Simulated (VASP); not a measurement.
# Ni (I4/mmm) in VASP: single point with PBE

Aim: the single point of Ni with PBE.

All numbers are computed with VASP 6.6.1; they aren't measurements. Logs are shortened: lines on timing, memory, paths and dates and some standing lists are left out, and cuts for length are marked.

## Step 1: The cell of the first run

The structure is tetragonal, space group I4/mmm (No. 139). Conventional cell: a = 2.376 Å, b = 2.376 Å, c = 3.876 Å, α = 90.00°, β = 90.00°, γ = 90.00°. Ni (site symmetry 4/mmm) has 12 Ni at 2.38 to 2.56 Å within 3.1 Å.

## Step 2: Single point, PBE, non-collinear spin, typed start, spin-orbit coupling (stretched by +10 % along [0.0, 0.0, 1.0] at fixed volume)

INCAR

```
SYSTEM = Ni
ALGO = Normal ; EDIFF = 1E-7
ENCUT = 520 ; GGA = PE
GGA_COMPAT = .False. ; ISIF = 2
ISMEAR = -1 ; LASPH = .True.
LCHARG = .False. ; LMAXMIX = 4
LORBIT = 11 ; LORBMOM = .True.
LREAL = .False. ; LSORBIT = .True.
LWAVE = .False. ; MAGMOM = 0 0 0.7
NBANDS = 21 ; NELM = 150
PREC = Accurate ; SIGMA = 0.05
```

KPOINTS

```
k-points
0
Gamma
  12 12 12
  0 0 0
```

POSCAR

```
Ni
1.0
    0.0000000000      1.6799391071      1.9381285000
    1.6799391071      0.0000000000      1.9381285000
    1.6799391071      1.6799391071      0.0000000000
Ni
1
Direct
    0.0000000000      0.0000000000      0.0000000000
```

Potentials or basis: VASP PAW PBE potentials, release 64 (Ni).

Command:

```bash
$ cat potpaw_PBE.64/Ni/POTCAR > POTCAR
$ mpirun -np 1 vasp_ncl > vasp.out
```

OUTCAR:

```text
SYSTEM = Ni
   EDIFF = 1E-7
   ENCUT = 520
   GGA = PE
   ISIF = 2
   ISMEAR = -1
   LASPH = .True.
   LORBIT = 11
   LREAL = .False.
   LSORBIT = .True.
   NELM = 150
   PREC = Accurate

 ion  position               nearest neighbor table
   1  0.000  0.000  0.000-

  LATTYP: Found a body centered tetragonal cell.
 ALAT       =     2.3757926692
 C/A-ratio  =     1.6315636672

  Lattice vectors:

 A1 = (  -1.6799391071,   0.0000000000,   1.9381285000)
 A2 = (   1.6799391071,   0.0000000000,   1.9381285000)
 A3 = (   0.0000000000,   1.6799391071,  -1.9381285000)

Analysis of symmetry for initial positions (statically):
=====================================================================
 Subroutine PRICEL returns:
 Original cell was already a primitive cell.

 Routine SETGRP: Setting up the symmetry group for a
 body centered tetragonal supercell.

 Subroutine GETGRP returns: Found 16 space group operations
 (whereof 16 operations were pure point group operations)
 out of a pool of 16 trial point group operations.

The static configuration has the point symmetry D_4h.

Analysis of symmetry for dynamics (positions and initial velocities):
=====================================================================
 Subroutine PRICEL returns:
 Original cell was already a primitive cell.

 Routine SETGRP: Setting up the symmetry group for a
 body centered tetragonal supercell.

 Subroutine GETGRP returns: Found 16 space group operations
 (whereof 16 operations were pure point group operations)
 out of a pool of 16 trial point group operations.

The dynamic configuration has the point symmetry D_4h.

Analysis of structural, dynamic, and magnetic symmetry:
=====================================================================
 Subroutine PRICEL returns:
 Original cell was already a primitive cell.

 Routine SETGRP: Setting up the symmetry group for a
 body centered tetragonal supercell.

 Subroutine GETGRP returns: Found  8 space group operations
 (whereof  8 operations were pure point group operations)
 out of a pool of 16 trial point group operations.

The overall configuration has the point symmetry C_4h.

 Subroutine INISYM returns: Found  8 space group operations
 (whereof  8 operations are pure point group operations),
 and found     1 'primitive' translations

[... 144 lines left out ...]

 k-point     1 :       0.0000    0.0000    0.0000
  band No.  band energies     occupation
      1       0.3002      1.00000
      2       0.3336      1.00000
      3       6.3074      1.00000
      4       7.0118      1.00000
      5       7.1740      1.00000
      6       7.2947      1.00000
[... 565 lines left out ...]
     20      34.0828      0.00000
     21      40.4485      0.00000

 [... further k-points ...]

------------------------ aborting loop because EDIFF is reached ----------------------------------------

  FORCE on cell =-STRESS in cart. coord.  units (eV):
  Direction    XX          YY          ZZ          XY          YZ          ZX
  --------------------------------------------------------------------------------------
  -------------------------------------------------------------------------------------
  Total        0.5586583      0.5586583     -0.8969493      0.0000006      0.0000000      0.0000000
  in kB       81.8195631     81.8195631   -131.3647529      0.0000825      0.0000000      0.0000000
  external PRESSURE =      10.7581244 kB  Pullay stress =       0.0000000 kB

 VOLUME and BASIS-vectors are now :
 -----------------------------------------------------------------------------
  energy-cutoff  :      520.00
  volume of cell :       10.94
      direct lattice vectors                 reciprocal lattice vectors
     0.000000000  1.679939107  1.938128500    -0.297629835  0.297629835  0.257980830
     1.679939107  0.000000000  1.938128500     0.297629835 -0.297629835  0.257980830
     1.679939107  1.679939107  0.000000000     0.297629835  0.297629835 -0.257980830

 POSITION                                       TOTAL-FORCE (eV/Angst)
 -----------------------------------------------------------------------------------
      0.00000      0.00000      0.00000         0.000000     -0.000000      0.000000
 -----------------------------------------------------------------------------------
    total drift:                                0.000000     -0.000000     -0.000000

  FREE ENERGIE OF THE ION-ELECTRON SYSTEM (eV)
  ---------------------------------------------------
  free  energy   TOTEN  =        -5.4214361542 eV

  energy  without entropy=       -5.4059354408  energy(sigma->0) =       -5.41368580

 orbital moment (x)

 # of ion     p       d       tot
 ----------------------------------------
  1         0.000  -0.000  -0.000
 ----------------------------------------
            0.000  -0.000  -0.000

 orbital moment (y)

 # of ion     p       d       tot
 ----------------------------------------
  1         0.000  -0.000  -0.000
 ----------------------------------------
            0.000  -0.000  -0.000

 orbital moment (z)

 # of ion     p       d       tot
 ----------------------------------------
  1         0.000   0.041   0.042
 ----------------------------------------
            0.000   0.041   0.042

 Spin-Orbit-Coupling matrix elements

 Ion:    1  E_soc:     -0.0183043
 l=   1
     0.0000000    -0.0003938    -0.0004103
    -0.0003938     0.0000000    -0.0003938
    -0.0004103    -0.0003938     0.0000000
 l=   2
     0.0000000    -0.0004297     0.0000000    -0.0004297    -0.0021016
    -0.0004297     0.0000000    -0.0015591    -0.0005513    -0.0006620
     0.0000000    -0.0015591     0.0000000    -0.0015591     0.0000000
    -0.0004297    -0.0005513    -0.0015591     0.0000000    -0.0006620
    -0.0021016    -0.0006620     0.0000000    -0.0006620     0.0000000
 l=   3
     0.0000000     0.0000000     0.0000000     0.0000000     0.0000000     0.0000000     0.0000000
     0.0000000     0.0000000     0.0000000     0.0000000     0.0000000     0.0000000     0.0000000
     0.0000000     0.0000000     0.0000000     0.0000000     0.0000000     0.0000000     0.0000000
     0.0000000     0.0000000     0.0000000     0.0000000     0.0000000     0.0000000     0.0000000
     0.0000000     0.0000000     0.0000000     0.0000000     0.0000000     0.0000000     0.0000000
     0.0000000     0.0000000     0.0000000     0.0000000     0.0000000     0.0000000     0.0000000
     0.0000000     0.0000000     0.0000000     0.0000000     0.0000000     0.0000000     0.0000000

 total charge

# of ion       s       p       d       tot
------------------------------------------
    1        0.497   0.493   8.317   9.307

 magnetization (x)

# of ion       s       p       d       tot
------------------------------------------
    1        0.000   0.000   0.000   0.000

 magnetization (y)

# of ion       s       p       d       tot
------------------------------------------
    1        0.000   0.000   0.000   0.000

 magnetization (z)

# of ion       s       p       d       tot
------------------------------------------
    1       -0.005  -0.023   0.677   0.648
```

OSZICAR:

```text
N       E                     dE             d eps       ncg     rms          rms(c)
DAV:   1     0.481602968716E+02    0.48160E+02   -0.44163E+03 11076   0.134E+03
DAV:   2    -0.351185985523E+01   -0.51672E+02   -0.47520E+02 10429   0.232E+02
DAV:   3    -0.638152705137E+01   -0.28697E+01   -0.27562E+01 11199   0.629E+01
DAV:   4    -0.642051538789E+01   -0.38988E-01   -0.38951E-01 12055   0.687E+00
[... 23 lines left out ...]
DAV:  28    -0.542143643929E+01   -0.30580E-06   -0.43374E-07 12062   0.795E-03    0.702E-04
DAV:  29    -0.542143621680E+01    0.22248E-06   -0.37384E-07 11912   0.690E-03    0.278E-04
DAV:  30    -0.542143611297E+01    0.10383E-06   -0.14825E-07 12298   0.464E-03    0.724E-05
DAV:  31    -0.542143615418E+01   -0.41207E-07   -0.17081E-08  7948   0.163E-03
   1 F= -.54214362E+01 E0= -.54136858E+01  d E =-.155007E-01  mag=     0.0000     0.0000     0.6367
```

stdout:

```text
POSCAR found type information on POSCAR Ni
 POSCAR found :  1 types and       1 ions
 scaLAPACK will be used
 LDA part: xc-table for (Slater+PW92), standard interpolation
 POSCAR, INCAR and KPOINTS ok, starting setup
 FFT: planning ... GRIDC
 FFT: planning ... GRID_SOFT
 FFT: planning ... GRID
 WAVECAR not read
 entering main loop
```

Wall time 8.9 min (1 thread of AMD EPYC 7R13, shared host); peak memory 0.19 GiB.

What came out:

```
Free energy                                           : -5.4214 eV
Pressure                                              : 1.1 GPa
Net moment                                            : 0.64 μB per cell
Valence electrons inside the program's atomic spheres : Ni 9.31
```

Stress tensor (GPa, compression positive):
```
  8.18   0.00   0.00
  0.00   8.18   0.00
  0.00   0.00 -13.14
```

Moments on the atoms (μB; x, y, z):
```
Ni  0.00 0.00 0.65
```
